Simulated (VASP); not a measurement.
Input of a VASP 6.6.1 run:

INCAR

```
SYSTEM = Ga3As3CO
PREC = Accurate
ENCUT = 520
EDIFF = 1E-6
ISMEAR = 0
SIGMA = 0.05
LREAL = .FALSE.
LASPH = .TRUE.
NELM = 120
ALGO = Normal
ISIF = 2
LWAVE = .FALSE.
LCHARG = .FALSE.
LDIPOL = .TRUE.
IDIPOL = 3
DIPOL = 0.5 0.5 0.320
GGA = PE
IVDW = 12
NBANDS = 57
GGA_COMPAT = .FALSE.
NELMDL = -8
```

Contents of KPOINTS:

```
regular mesh
0
G
  7 5 1
  0 0 0
```

The input POSCAR:

```
Ga3As3CO
1.0
    4.0137031122      0.0000000000      0.0000000000
    0.0000000000      5.6762333766      0.0000000000
    0.0000000000      0.0000000000     23.3352699183
Ga As O C
3 3 1 1
Direct
    0.5000000000      0.5000000000      0.1714143446
    0.0000000000      0.0653835280      0.2680035050
    0.5000000000      0.4894639658      0.3228546360
    0.0000000000      0.2500000000      0.1714143446
    0.5000000000      0.8102208721      0.2504948971
    0.0000000000      0.2887573246      0.3593388869
    0.5000000000      0.5387573246      0.4836142868
    0.5000000000      0.5387573246      0.5328959109
```

Potentials or basis: VASP PAW PBE potentials, release 64 (Ga_d, As_d, O, C).

Run with:

```bash
$ cat potpaw_PBE.64/Ga_d/POTCAR potpaw_PBE.64/As_d/POTCAR potpaw_PBE.64/O/POTCAR potpaw_PBE.64/C/POTCAR > POTCAR
$ mpirun -np 1 vasp_std > vasp.out
```

Q: Estimate the band gap on the k mesh.

A: 0.41 eV (least direct gap 0.75 eV).

Q: Predict the largest force.

A: 1.103 eV/Å.

Forces in eV/Å, atoms in the order of the input:
```
Ga   0.000 -0.321  1.040
Ga   0.000 -0.001  0.024
Ga   0.000 -0.007  0.019
As   0.000  0.323 -1.054
As   0.000  0.003 -0.012
As   0.000 -0.013 -0.004
O    0.000  0.025  0.706
C    0.000 -0.008 -0.718
```
